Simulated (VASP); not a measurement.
# W (P6_3/mmc) in VASP: further runs

The runs below take W through single point, relaxation of cell and atoms, with BLYP.

Program: VASP 6.6.1. These are calculated values, not measurements. Logs are shortened: lines on timing, memory, paths and dates and some standing lists are left out, and cuts for length are marked.

### 1 The cell of the first run

Symmetry: P6_3/mmc, No. 194, hexagonal system. The conventional cell has a = 2.804 Å, b = 2.804 Å, c = 5.031 Å, α = 90.00°, β = 90.00°, γ = 120.00°. W (site symmetry -6m2) has 12 W at 2.80 to 2.99 Å within 3.7 Å.

### 2 Single point, BLYP

INCAR

```
SYSTEM = W
PREC = Accurate
ENCUT = 520
EDIFF = 1E-6
ISMEAR = -1
SIGMA = 0.1
LREAL = .FALSE.
LASPH = .TRUE.
NELM = 60
ALGO = Normal
ISIF = 2
LWAVE = .FALSE.
LCHARG = .FALSE.
GGA = B5
ALDAX = 1.0
AGGAX = 1.0
AGGAC = 1.0
ALDAC = 0.0
NBANDS = 21
```

KPOINTS

```
Automatic mesh
0
G
  15 15 7
  0 0 0
```

POSCAR

```
W
1.0
    2.8035413945      0.0000000000      0.0000000000
   -1.4017706973      2.4279380682      0.0000000000
    0.0000000000      0.0000000000      5.0310983963
W
2
Direct
    0.3333333333      0.6666666667      0.2500000000
    0.6666666667      0.3333333333      0.7500000000
```

Potentials or basis: VASP PAW PBE potentials, release 64 (W_sv).

Started as:

```
$ cat potpaw_PBE.64/W_sv/POTCAR > POTCAR
$ mpirun -np 1 vasp_std > vasp.out
```

OUTCAR:

```text
SYSTEM = W
   PREC = Accurate
   ENCUT = 520
   EDIFF = 1E-6
   ISMEAR = -1
   LREAL = .FALSE.
   LASPH = .TRUE.
   NELM = 60
   ISIF = 2
   GGA = B5

 ion  position               nearest neighbor table
   1  0.333  0.667  0.250-   2 2.99   2 2.99   2 2.99   2 2.99   2 2.99   2 2.99
   2  0.667  0.333  0.750-   1 2.99   1 2.99   1 2.99   1 2.99   1 2.99   1 2.99

  LATTYP: Found a hexagonal cell.
 ALAT       =     2.8035413945
 C/A-ratio  =     1.7945511367

  Lattice vectors:

 A1 = (   2.8035413945,   0.0000000000,   0.0000000000)
 A2 = (  -1.4017706973,   2.4279380682,   0.0000000000)
 A3 = (   0.0000000000,   0.0000000000,   5.0310983963)

Analysis of symmetry for initial positions (statically):
=====================================================================
 Subroutine PRICEL returns:
 Original cell was already a primitive cell.

 Routine SETGRP: Setting up the symmetry group for a
 hexagonal supercell.

 Subroutine GETGRP returns: Found 24 space group operations
 (whereof 12 operations were pure point group operations)
 out of a pool of 24 trial point group operations.

The static configuration has the point symmetry D_3d.
 The point group associated with its full space group is D_6h.

Analysis of symmetry for dynamics (positions and initial velocities):
=====================================================================
 Subroutine PRICEL returns:
 Original cell was already a primitive cell.

 Routine SETGRP: Setting up the symmetry group for a
 hexagonal supercell.

 Subroutine GETGRP returns: Found 24 space group operations
 (whereof 12 operations were pure point group operations)
 out of a pool of 24 trial point group operations.

The dynamic configuration has the point symmetry D_3d.
 The point group associated with its full space group is D_6h.

 Subroutine INISYM returns: Found 24 space group operations
 (whereof 12 operations are pure point group operations),
 and found     1 'primitive' translations

----------------------------------------------------------------------------------------

                                     Primitive cell

  volume of cell :      34.2458

  direct lattice vectors                    reciprocal lattice vectors
     2.803541394  0.000000000  0.000000000     0.356691719  0.205936060  0.000000000
    -1.401770697  2.427938068  0.000000000     0.000000000  0.411872120  0.000000000
[... 75 lines left out ...]
 SYSTEM =  W
   PREC   = accura    normal or accurate (medium, high low for compatibility)
   ISTART =      0    job   : 0-new  1-cont  2-samecut
   ICHARG =      2    charge: 1-file 2-atom 10-const
   ISPIN  =      1    spin polarized calculation?
   LNONCOLLINEAR =      F non collinear calculations
   LSORBIT =      F    spin-orbit coupling
   LASPH  =      T    aspherical Exc in radial PAW
   ENCUT  =  520.0 eV  38.22 Ry    6.18 a.u.   5.21  5.21  9.35*2*pi/ulx,y,z
   NELM   =     60;   NELMIN=  2; NELMDL= -5     # of ELM steps
   EDIFF  = 0.1E-05   stopping-criterion for ELM
   LREAL  =      F    real-space projection
   EDIFFG = 0.1E-04   stopping-criterion for IOM
   NSW    =      0    number of steps for IOM
   IBRION =     -1    ionic relax: 0-MD 1-quasi-New 2-CG
   NFREE  =      0    steps in history (QN), initial steepest desc. (CG)
   ISIF   =      2    stress and relaxation
   ISYM   =      2    0-nonsym 1-usesym 2-fastsym
   POTIM  = 0.5000    time-step for ionic-motion
   TEBEG  =    0.0;   TEEND  =   0.0 temperature during run
   PSTRESS=    0.0 pullay stress
   NELECT =      28.0000    total number of electrons
   NUPDOWN=      -1.0000    fix difference up-down
   EMIN   =  10.00;   EMAX   =-10.00  energy-range for DOS
   EFERMI =   0.00;   METHOD = LEGACY
   ISMEAR =    -1;   SIGMA  =   0.10  broadening in eV -4-tet -1-fermi 0-gaus
   EFERMI_NEDOS =   21; number of points for ismear=-14 and -15
   IALGO  =     38    algorithm
   IMIX   =      4    mixing-type and parameters
     AMIX     =   0.40;   BMIX     =  1.00
     AMIX_MAG =   1.60;   BMIX_MAG =  1.00
  volume/ion in A,a.u.               =      17.12       115.55
  Fermi-wavevector in a.u.,A,eV,Ry     =   1.530823  2.892836 31.884162  2.343420
  Thomas-Fermi vector in A             =   2.638253
   LORBIT       =      0    0 simple, 1 ext, 2 COOP (PROOUT), +10 PAW based schemes
   GGA     = B5    functional components
   LHFCALC =     F    Hartree Fock is set to
   AEXX    =    0.0000 exact exchange contribution
   IVDW    =     0    specifies the selected vdW correction
   LEPSILON=     F    determine dielectric tensor
   LRPA    =     F    only Hartree local field effects (RPA)
 non-spin polarized calculation
  energy-cutoff  :      520.00
  volume of cell :       34.25
 maximum number of plane-waves:       935
 NGX is ok and might be reduce to    24
   NGX = 11   NGY = 11   NGZ = 19

 number of electron      28.0000000 magnetization

 Free energy of the ion-electron system (eV)
  ---------------------------------------------------
  ext. energy  EPLUGINS =         0.00000000
  ---------------------------------------------------
  free energy    TOTEN  =       -21.68747383 eV

  energy without entropy =      -21.61326430  energy(sigma->0) =      -21.65036907

 E-fermi :  10.5832     XC(G=0): -12.5439

 val. band max:       10.5792898982   @ k =   0.0667   0.0000   0.2857
 cond. band min:      10.5836809511   @ k =   0.0000   0.0000   0.1429
 fundamental gap:      0.0043910529
 Fermi energy:        10.5832410738

 k-point     1 :       0.0000    0.0000    0.0000
  band No.  band energies     occupation
      1     -62.8358      2.00000
      2     -62.7773      2.00000
      3     -27.7578      2.00000
      4     -26.9715      2.00000
      5     -26.7528      2.00000
      6     -26.7528      2.00000
[... 565 lines left out ...]
     20      18.4835      0.00000
     21      19.6838      0.00000

 [... further k-points ...]
[... 5 lines left out ...]
  --------------------------------------------------------------------------------------
  -------------------------------------------------------------------------------------
  Total        0.3433408      0.3433408      0.1689283     -0.0000000      0.0000000      0.0000000
  in kB       16.0630729     16.0630729      7.9032480     -0.0000000      0.0000000      0.0000000
  external PRESSURE =      13.3431313 kB  Pullay stress =       0.0000000 kB

 VOLUME and BASIS-vectors are now :
 -----------------------------------------------------------------------------
  energy-cutoff  :      520.00
  volume of cell :       34.25
      direct lattice vectors                 reciprocal lattice vectors
     2.803541394  0.000000000  0.000000000     0.356691719  0.205936060  0.000000000
    -1.401770697  2.427938068  0.000000000     0.000000000  0.411872120  0.000000000
     0.000000000  0.000000000  5.031098396     0.000000000  0.000000000  0.198763753

 POSITION                                       TOTAL-FORCE (eV/Angst)
 -----------------------------------------------------------------------------------
     -0.00000      1.61863      1.25777         0.000000     -0.000000      0.000000
      1.40177      0.80931      3.77332        -0.000000      0.000000      0.000000
 -----------------------------------------------------------------------------------
    total drift:                               -0.000000      0.000000     -0.000000

  FREE ENERGIE OF THE ION-ELECTRON SYSTEM (eV)
  ---------------------------------------------------
  free  energy   TOTEN  =       -21.6874738286 eV

  energy  without entropy=      -21.6132643042  energy(sigma->0) =      -21.65036907
```

Wall time 70 s (1 thread of AMD EPYC 9R45 (Zen 5), shared host); peak memory 0.16 GiB.

Results:

```yaml
Free_energy: -21.6875 eV
Pressure: 1.3 GPa
Band_gap_on_the_k_mesh: zero (band 14 reaches 11.73 eV, above the bottom of band 15 at 10.22 eV)
```

Stress tensor (GPa, compression positive):
```
1.61 0.00 0.00
0.00 1.61 0.00
0.00 0.00 0.79
```

Levels at points of the mesh, in eV from the Fermi level:
| k point | band 11 | band 12 | band 13 | band 14 | band 15 | band 16 | band 17 | band 18 |
| --- | --- | --- | --- | --- | --- | --- | --- | --- |
| (0.00, 0.00, 0.00) | -1.75 | -0.44 | -0.44 | -0.14 | 0.07 | 0.07 | 1.87 | 1.87 |

Caveat: the PAW data sets were made with another functional, which shifts forces and pressure a little; spin-orbit coupling is left out, which moves the levels of the heavy elements.

### 3 Single point, BLYP (volume scaled by 1.04)

INCAR

```
  AGGAC = 1.0
  AGGAX = 1.0
  ALDAC = 0.0
  ALDAX = 1.0
  ALGO = Normal
  EDIFF = 1E-6
  ENCUT = 520
  GGA = B5
  ISIF = 2
  ISMEAR = -1
  LASPH = T
  LCHARG = F
  LREAL = F
  LWAVE = F
  NBANDS = 21
  NELM = 80
  PREC = Accurate
  SIGMA = 0.1
```

KPOINTS

```
k-points
0
Gamma
  15 15 7
```

POSCAR

```
W
1.0
    2.8404343278      0.0000000000      0.0000000000
   -1.4202171639      2.4598882857      0.0000000000
    0.0000000000      0.0000000000      5.0973046518
W
2
Direct
    0.3333333333      0.6666666667      0.2500000000
    0.6666666667      0.3333333333      0.7500000000
```

Potentials or basis: VASP PAW PBE potentials, release 64 (W_sv).

Started as:

```
$ cat potpaw_PBE.64/W_sv/POTCAR > POTCAR
$ mpirun -np 1 vasp_std > vasp.out
```

Run time: 71 s. Hardware: 1 thread of AMD EPYC 9R45 (Zen 5), shared host; peak memory 0.17 GiB.

The run converged. Its results:

* Free energy: -21.6583 eV
* Pressure: -8.0 GPa
* Band gap on the k mesh: zero (band 14 reaches 11.16 eV, above the bottom of band 15 at 9.71 eV)

Stress tensor (GPa, compression positive):
```
-8.48  0.00  0.00
 0.00 -8.48  0.00
 0.00  0.00 -7.12
```

Levels at points of the mesh, in eV from the Fermi level:
```tsv
k point	band 12	band 13	band 14	band 15	band 16	band 17
(0.00, 0.00, 0.00)	-0.40	-0.40	-0.18	0.08	0.08	1.79
```

Caveat: the cell differs from its parent crystal (volume scaled by 1.04); the PAW data sets were made with another functional, which shifts forces and pressure a little; spin-orbit coupling is left out, which moves the levels of the heavy elements.

### 4 Single point, BLYP (volume scaled by 1.08)

INCAR

```
PREC     = Accurate       # precision mode
ENCUT    = 520            # plane-wave cutoff, eV
EDIFF    = 1E-6           # SCF threshold, eV
ISMEAR   = -1             # smearing method
SIGMA    = 0.1            # smearing width, eV
LREAL    = F              # projectors in reciprocal space
LASPH    = T              # aspherical terms in the spheres
NELM     = 80             # most SCF steps
ALGO     = Normal         # electronic algorithm
ISIF     = 2              # what is computed and relaxed
LWAVE    = F              # write WAVECAR
LCHARG   = F              # write CHGCAR
GGA      = B5             # functional
ALDAX    = 1.0          
AGGAX    = 1.0          
AGGAC    = 1.0          
ALDAC    = 0.0          
NBANDS   = 21             # bands
```

KPOINTS

```
Automatic mesh
0
Gamma
  15 15 7
```

POSCAR

```
W
1.0
    2.8763930101      0.0000000000      0.0000000000
   -1.4381965051      2.4910294180      0.0000000000
    0.0000000000      0.0000000000      5.1618343459
W
2
Direct
    0.3333333333      0.6666666667      0.2500000000
    0.6666666667      0.3333333333      0.7500000000
```

Started as:

```
$ cat potpaw_PBE.64/W_sv/POTCAR > POTCAR
$ mpirun -np 1 vasp_std > vasp.out
```

Run time: 72 s. Hardware: 1 thread of AMD EPYC 9R45 (Zen 5), shared host; peak memory 0.17 GiB.

It converged, with:

- Free energy: -21.5568 eV
- Pressure: -15.6 GPa
- Band gap on the k mesh: zero (band 14 reaches 10.63 eV, above the bottom of band 15 at 9.24 eV)

Stress tensor (GPa, compression positive):
```
-16.65   0.00   0.00
  0.00 -16.65   0.00
  0.00   0.00 -13.52
```

Levels at points of the mesh, in eV from the Fermi level:
```
           k point  band 10  band 11  band 12  band 13  band 14  band 15  band 16  band 17  band 18  band 19
(0.00, 0.00, 0.00)    -5.30    -1.56    -0.36    -0.36    -0.22     0.09     0.09     1.71     1.71     3.56
```

Caveat: the cell differs from its parent crystal (volume scaled by 1.08); the PAW data sets were made with another functional, which shifts forces and pressure a little; spin-orbit coupling is left out, which moves the levels of the heavy elements.

### 5 Single point, BLYP (volume scaled by 1.12)

INCAR

```
  PREC = Accurate
  ENCUT = 520
  EDIFF = 1E-6
  ISMEAR = -1
  SIGMA = 0.1
  LREAL = False
  LASPH = True
  NELM = 80
  ALGO = Normal
  ISIF = 2
  LWAVE = False
  LCHARG = False
  GGA = B5
  ALDAX = 1.0
  AGGAX = 1.0
  AGGAC = 1.0
  ALDAC = 0.0
  NBANDS = 21
```

KPOINTS

```
regular mesh
0
Gamma
  15 15 7
```

POSCAR

```
W
1.0
    2.9114744310      0.0000000000      0.0000000000
   -1.4557372155      2.5214108197      0.0000000000
    0.0000000000      0.0000000000      5.2247897498
W
2
Direct
    0.3333333333      0.6666666667      0.2500000000
    0.6666666667      0.3333333333      0.7500000000
```

Started as:

```
$ cat potpaw_PBE.64/W_sv/POTCAR > POTCAR
$ mpirun -np 1 vasp_std > vasp.out
```

Run time: 77 s. Hardware: 1 thread of AMD EPYC 9R45 (Zen 5), shared host; peak memory 0.17 GiB.

Results (log left out):

```
Free energy            : -21.3968 eV
Pressure               : -21.7 GPa
Band gap on the k mesh : zero (band 14 reaches 10.14 eV, above the bottom of band 15 at 8.81 eV)
```

Stress tensor (GPa, compression positive):
```
-23.23   0.00   0.00
  0.00 -23.23   0.00
  0.00   0.00 -18.68
```

Levels at points of the mesh, in eV from the Fermi level:
```
           k point  band 11  band 12  band 13  band 14  band 15  band 16  band 17  band 18
(0.00, 0.00, 0.00)    -1.48    -0.33    -0.33    -0.24     0.09     0.09     1.63     1.63
```

Caveat: the cell differs from its parent crystal (volume scaled by 1.12); the PAW data sets were made with another functional, which shifts forces and pressure a little; spin-orbit coupling is left out, which moves the levels of the heavy elements.

### 6 Relaxation of cell and atoms, BLYP

This run uses another cell than the first one, of 15.85 Å³/atom, 0.926 times its volume.

INCAR

```
SYSTEM = W
PREC     = Accurate       ! precision mode
ENCUT    = 600            ! plane-wave cutoff, eV
EDIFF    = 1E-6           ! SCF threshold, eV
ISMEAR   = -1             ! smearing method
SIGMA    = 0.1            ! smearing width, eV
LREAL    = .False.        ! projectors in reciprocal space
LASPH    = .True.         ! aspherical terms in the spheres
NELM     = 80             ! most SCF steps
ALGO     = Normal         ! electronic algorithm
ISIF     = 3              ! what is computed and relaxed
LWAVE    = .False.        ! write WAVECAR
LCHARG   = .False.        ! write CHGCAR
GGA      = B5             ! functional
ALDAX    = 1.0          
AGGAX    = 1.0          
AGGAC    = 1.0          
ALDAC    = 0.0          
IBRION   = 2              ! ionic algorithm
NSW      = 80             ! ionic steps
EDIFFG   = -0.01          ! ionic threshold
```

KPOINTS

```
Automatic mesh
0
Gamma
  13 13 7
  0 0 0
```

POSCAR

```
W
1.0
    2.8194054199      0.0000000000      0.0000000000
   -1.4097027100      2.4416767172      0.0000000000
    0.0000000000      0.0000000000      4.6040890507
W
2
Direct
    0.3333333333      0.6666666667      0.2500000000
    0.6666666667      0.3333333333      0.7500000000
```

Potentials or basis: VASP PAW PBE potentials, release 64 (W_sv).

Started as:

```
$ cat potpaw_PBE.64/W_sv/POTCAR > POTCAR
$ mpirun -np 1 vasp_std > vasp.out
```

It took 6.5 min on 1 thread of AMD EPYC 9R45 (Zen 5), shared host; peak memory 0.17 GiB.

The run converged. Its results:

| Quantity | Value |
| --- | --- |
| Free energy | -21.6906 eV |
| Relaxed volume | 17.22 Å³/atom |
| Relaxed cell | a = 2.810 Å, b = 2.810 Å, c = 5.037 Å, α = 90.00°, β = 90.00°, γ = 120.00° |
| Space group after relaxing (to 0.05 Å) | P6_3/mmc (No. 194) |
| Energy gained by relaxing | 140.5 meV/atom |
| Ionic steps | 10 |
| Pressure after relaxing | 0.0 GPa |
| Band gap on the k mesh | zero (band 14 reaches 11.65 eV, above the bottom of band 15 at 10.09 eV) |

Step by step:
```tsv
step	energy change (eV)	largest force (eV/Å)	pressure (GPa)	volume (Å³)
1	0.0000	0.0000	22.53	31.69
2	0.9372	0.0000	-35.18	43.02
3	-0.1857	0.0000	-3.08	34.63
4	-0.1870	0.0000	-1.52	34.42
5	-0.2708	0.0000	-1.11	34.49
6	-0.2810	0.0000	-0.51	34.50
7	-0.2810	0.0000	-0.45	34.50
8	-0.2805	0.0000	1.17	34.28
9	-0.2811	0.0000	0.02	34.43
10	-0.2811	0.0000	-0.03	34.44
```

Final structure:
```
CELL_PARAMETERS angstrom
2.80961 0.00000 0.00000
-1.40480 2.43319 0.00000
0.00000 0.00000 5.03717
ATOMIC_POSITIONS crystal
W 0.33333 0.66667 0.25000
W 0.66667 0.33333 0.75000
```

Levels at points of the mesh, in eV from the Fermi level:
| k point | band 11 | band 12 | band 13 | band 14 | band 15 | band 16 | band 17 | band 18 |
| --- | --- | --- | --- | --- | --- | --- | --- | --- |
| (0.00, 0.00, 0.00) | -1.72 | -0.44 | -0.44 | -0.13 | 0.07 | 0.07 | 1.86 | 1.86 |

Caveat: the PAW data sets were made with another functional, which shifts forces and pressure a little; spin-orbit coupling is left out, which moves the levels of the heavy elements.

### 7 Single point, BLYP

INCAR

```
PREC     = Accurate       # precision mode
ENCUT    = 520            # plane-wave cutoff, eV
EDIFF    = 1E-6           # SCF threshold, eV
ISMEAR   = -1             # smearing method
SIGMA    = 0.1            # smearing width, eV
LREAL    = False          # projectors in reciprocal space
LASPH    = True           # aspherical terms in the spheres
NELM     = 60             # most SCF steps
ALGO     = Normal         # electronic algorithm
ISIF     = 2              # what is computed and relaxed
LWAVE    = False          # write WAVECAR
LCHARG   = True           # write CHGCAR
GGA      = B5             # functional
ALDAX    = 1.0          
AGGAX    = 1.0          
AGGAC    = 1.0          
ALDAC    = 0.0          
LELF     = True           # ELF
LVHAR    = True         
NBANDS   = 21             # bands
```

KPOINTS

```
regular mesh
0
Gamma
  21 21 10
```

POSCAR

```
W
1.0
    2.8035413945      0.0000000000      0.0000000000
   -1.4017706973      2.4279380682      0.0000000000
    0.0000000000      0.0000000000      5.0310983963
W
2
Direct
    0.3333333333      0.6666666667      0.2500000000
    0.6666666667      0.3333333333      0.7500000000
```

Started as:

```
$ cat potpaw_PBE.64/W_sv/POTCAR > POTCAR
$ mpirun -np 1 vasp_std > vasp.out
```

It took 1.9 min on 1 thread of AMD EPYC 9R45 (Zen 5), shared host; peak memory 0.25 GiB.

Results (log left out):

| Property | Result |
| --- | --- |
| Free energy | -21.6902 eV |
| Pressure | 1.3 GPa |
| Band gap on the k mesh | zero (band 14 reaches 11.87 eV, above the bottom of band 15 at 10.14 eV) |

Stress tensor (GPa, compression positive):
```
1.56 0.00 0.00
0.00 1.56 0.00
0.00 0.00 0.84
```

Levels at points of the mesh, in eV from the Fermi level:
```csv
k point,band 12,band 13,band 14,band 15,band 16,band 17
"(0.00, 0.00, 0.00)",-0.44,-0.44,-0.13,0.07,0.07,1.88
"(0.00, 0.00, 0.50)",-2.07,-0.40,-0.40,-0.40,-0.40,3.23
```

Caveat: the PAW data sets were made with another functional, which shifts forces and pressure a little; spin-orbit coupling is left out, which moves the levels of the heavy elements.

### 8 Overview

```tsv
task	cell	k mesh	cutoff (eV)	gap on the mesh (eV)	pressure (GPa)
single point	a = 2.804, b = 2.804, c = 5.031 Å, angles 90.0, 90.0, 120.0°, 2 atoms	15 × 15 × 7	520	none	1.3
single point	a = 2.840, b = 2.840, c = 5.097 Å, angles 90.0, 90.0, 120.0°, 2 atoms	15 × 15 × 7	520	none	-8.0
single point	a = 2.876, b = 2.876, c = 5.162 Å, angles 90.0, 90.0, 120.0°, 2 atoms	15 × 15 × 7	520	none	-15.6
single point	a = 2.911, b = 2.911, c = 5.225 Å, angles 90.0, 90.0, 120.0°, 2 atoms	15 × 15 × 7	520	none	-21.7
relaxation of cell and atoms	relaxed from a = 2.819, b = 2.819, c = 4.604 Å, angles 90.0, 90.0, 120.0°, 2 atoms	13 × 13 × 7	600	none	0.0
single point	a = 2.804, b = 2.804, c = 5.031 Å, angles 90.0, 90.0, 120.0°, 2 atoms	21 × 21 × 10	520	none	1.3
```

Alike in all rows: level BLYP; potentials or basis VASP PAW PBE potentials, release 64 (W_sv); no spin polarisation; smearing fermi-dirac 0.1 eV.

Caveats: the PAW data sets were made with another functional, which shifts forces and pressure a little; spin-orbit coupling is left out, which moves the levels of the heavy elements.

Absolute energies hang on the potentials; compare differences alone.
